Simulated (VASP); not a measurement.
# Co (P6_3/mmc) in VASP: single point with PBE

Aim: the single point of Co with PBE.

Program: VASP 6.6.1. These are calculated values, not measurements. Logs are shortened: lines on timing, memory, paths and dates and some standing lists are left out, and cuts for length are marked.

**1. The cell of the first run**

It takes space group P6_3/mmc (No. 194, hexagonal). Conventional cell: a = 2.507 Å, b = 2.507 Å, c = 4.070 Å, α = 90.00°, β = 90.00°, γ = 120.00°. Co (site symmetry -6m2) has 12 Co at 2.50 to 2.51 Å within 3.3 Å.

**2. Single point, PBE, collinear spin, ferromagnetic start**

Input file INCAR:

```
SYSTEM = Co
ALGO = Normal
EDIFF = 1E-6
ENCUT = 520
GGA = PE
ISIF = 2
ISMEAR = 0
ISPIN = 2
LASPH = .True.
LCHARG = .False.
LMAXMIX = 4
LORBIT = 11
LREAL = .False.
LWAVE = .False.
MAGMOM = 3 3
NBANDS = 20
NELM = 150
PREC = Accurate
SIGMA = 0.05
```

Input file KPOINTS:

```
k-points
0
Gamma
  18 18 10
  0 0 0
```

Input file POSCAR:

```
Co
1.0
    2.5074000000      0.0000000000      0.0000000000
   -1.2537000000      2.1714721000      0.0000000000
    0.0000000000      0.0000000000      4.0699000000
Co
2
Direct
    0.3333333300      0.6666666700      0.2500000000
    0.6666666700      0.3333333300      0.7500000000
```

Potentials or basis: VASP PAW PBE potentials, release 64 (Co).

Command:

```sh
$ cat potpaw_PBE.64/Co/POTCAR > POTCAR
$ mpirun -np 1 vasp_std > vasp.out
```

OUTCAR:

```text
SYSTEM = Co
   EDIFF = 1E-6
   ENCUT = 520
   GGA = PE
   ISIF = 2
   ISMEAR = 0
   ISPIN = 2
   LASPH = .True.
   LORBIT = 11
   LREAL = .False.
   NELM = 150
   PREC = Accurate

 ion  position               nearest neighbor table
   1  0.333  0.667  0.250-   2 2.50   2 2.50   2 2.50   2 2.50   2 2.50   2 2.50
   2  0.667  0.333  0.750-   1 2.50   1 2.50   1 2.50   1 2.50   1 2.50   1 2.50

  LATTYP: Found a hexagonal cell.
 ALAT       =     2.5074000000
 C/A-ratio  =     1.6231554598

  Lattice vectors:

 A1 = (   2.5074000000,   0.0000000000,   0.0000000000)
 A2 = (  -1.2537000000,   2.1714721000,   0.0000000000)
 A3 = (   0.0000000000,   0.0000000000,   4.0699000000)

Analysis of symmetry for initial positions (statically):
=====================================================================
 Subroutine PRICEL returns:
 Original cell was already a primitive cell.

 Routine SETGRP: Setting up the symmetry group for a
 hexagonal supercell.

 Subroutine GETGRP returns: Found 24 space group operations
 (whereof 12 operations were pure point group operations)
 out of a pool of 24 trial point group operations.

The static configuration has the point symmetry D_3d.
 The point group associated with its full space group is D_6h.

Analysis of symmetry for dynamics (positions and initial velocities):
=====================================================================
 Subroutine PRICEL returns:
 Original cell was already a primitive cell.

 Routine SETGRP: Setting up the symmetry group for a
 hexagonal supercell.

 Subroutine GETGRP returns: Found 24 space group operations
 (whereof 12 operations were pure point group operations)
 out of a pool of 24 trial point group operations.

The dynamic configuration has the point symmetry D_3d.
 The point group associated with its full space group is D_6h.

Analysis of structural, dynamic, and magnetic symmetry:
=====================================================================
 Subroutine PRICEL returns:
 Original cell was already a primitive cell.

 Routine SETGRP: Setting up the symmetry group for a
 hexagonal supercell.

 Subroutine GETGRP returns: Found 24 space group operations
 (whereof 12 operations were pure point group operations)
 out of a pool of 24 trial point group operations.

The overall configuration has the point symmetry D_3d.
 The point group associated with its full space group is D_6h.

 Subroutine INISYM returns: Found 24 space group operations
 (whereof 12 operations are pure point group operations),
 and found     1 'primitive' translations

----------------------------------------------------------------------------------------
[... 113 lines left out ...]
     AMIX_MAG =   1.60;   BMIX_MAG =  1.00
  volume/ion in A,a.u.               =      11.08        74.77
  Fermi-wavevector in a.u.,A,eV,Ry     =   1.527490  2.886538 31.745475  2.333227
  Thomas-Fermi vector in A             =   2.635379
   LORBIT       =     11    0 simple, 1 ext, 2 COOP (PROOUT), +10 PAW based schemes
   GGA     = PE    functional components
   LHFCALC =     F    Hartree Fock is set to
   AEXX    =    0.0000 exact exchange contribution
   IVDW    =     0    specifies the selected vdW correction
   LEPSILON=     F    determine dielectric tensor
   LRPA    =     F    only Hartree local field effects (RPA)
 spin polarized calculation
 Gauss-broadening in eV      SIGMA  =   0.05
  energy-cutoff  :      520.00
  volume of cell :       22.16
 maximum number of plane-waves:       615
 NGX is ok and might be reduce to    20
   NGX =  9   NGY =  9   NGZ = 15

 number of electron      18.0000002 magnetization       3.2077848

 Free energy of the ion-electron system (eV)
  ---------------------------------------------------
  ext. energy  EPLUGINS =         0.00000000
  ---------------------------------------------------
  free energy    TOTEN  =       -14.06464120 eV

  energy without entropy =      -14.06270422  energy(sigma->0) =      -14.06367271

 E-fermi :   9.9708     XC(G=0): -13.2808

 val. band max:        9.9646006825   @ k =   0.1667   0.1667   0.2000
 cond. band min:       9.9720956599   @ k =   0.1111   0.0556   0.3000
 fundamental gap:      0.0074949775
 Fermi energy:         9.9708008162

 spin component 1

 k-point     1 :       0.0000    0.0000    0.0000
  band No.  band energies     occupation
      1       1.1832      1.00000
      2       4.9345      1.00000
      3       7.3701      1.00000
      4       7.4067      1.00000
      5       7.4067      1.00000
      6       7.7030      1.00000
[... 541 lines left out ...]
     19      32.1444      0.00000
     20      34.5090      0.00000

 [... further k-points ...]

 spin component 2

 k-point     1 :       0.0000    0.0000    0.0000
  band No.  band energies     occupation
      1       1.1617      1.00000
      2       5.8627      1.00000
      3       8.9904      1.00000
      4       9.0395      1.00000
      5       9.0395      1.00000
      6       9.3883      1.00000
[... 541 lines left out ...]
     19      32.4492      0.00000
     20      34.8382      0.00000

 [... further k-points ...]
[... 5 lines left out ...]
  --------------------------------------------------------------------------------------
  -------------------------------------------------------------------------------------
  Total       -0.6613679     -0.6613679     -0.7737850     -0.0000000      0.0000000      0.0000000
  in kB      -47.8180750    -47.8180751    -55.9460338     -0.0000000      0.0000000      0.0000000
  external PRESSURE =     -50.5273946 kB  Pullay stress =       0.0000000 kB

 VOLUME and BASIS-vectors are now :
 -----------------------------------------------------------------------------
  energy-cutoff  :      520.00
  volume of cell :       22.16
      direct lattice vectors                 reciprocal lattice vectors
     2.507400000  0.000000000  0.000000000     0.398819494  0.230258542  0.000000000
    -1.253700000  2.171472100  0.000000000     0.000000000  0.460517084  0.000000000
     0.000000000  0.000000000  4.069900000     0.000000000  0.000000000  0.245706283

 POSITION                                       TOTAL-FORCE (eV/Angst)
 -----------------------------------------------------------------------------------
     -0.00000      1.44765      1.01747        -0.000000      0.000000      0.000000
      1.25370      0.72382      3.05242         0.000000     -0.000000      0.000000
 -----------------------------------------------------------------------------------
    total drift:                               -0.000000      0.000000     -0.000000

  FREE ENERGIE OF THE ION-ELECTRON SYSTEM (eV)
  ---------------------------------------------------
  free  energy   TOTEN  =       -14.0646411954 eV

  energy  without entropy=      -14.0627042229  energy(sigma->0) =      -14.06367271

 total charge

# of ion       s       p       d       tot
------------------------------------------
    1        0.479   0.503   7.250   8.233
    2        0.479   0.503   7.250   8.233
--------------------------------------------------
tot          0.959   1.006  14.501  16.465

 magnetization (x)

# of ion       s       p       d       tot
------------------------------------------
    1       -0.015  -0.056   1.701   1.630
    2       -0.015  -0.056   1.701   1.630
--------------------------------------------------
tot         -0.030  -0.113   3.403   3.259
```

It took 5.7 min on 1 thread of AMD EPYC 7R13, shared host; peak memory 0.22 GiB.

Results:

| Item | Value |
| --- | --- |
| Free energy | -14.0646 eV |
| Pressure | -5.1 GPa |
| Net moment | 3.21 μB per cell |
| Site moments | Co +1.63 μB |
| Valence electrons inside the program's atomic spheres | Co 8.23 |

Stress tensor (GPa, compression positive):
```
-4.78  0.00  0.00
 0.00 -4.78  0.00
 0.00  0.00 -5.59
```
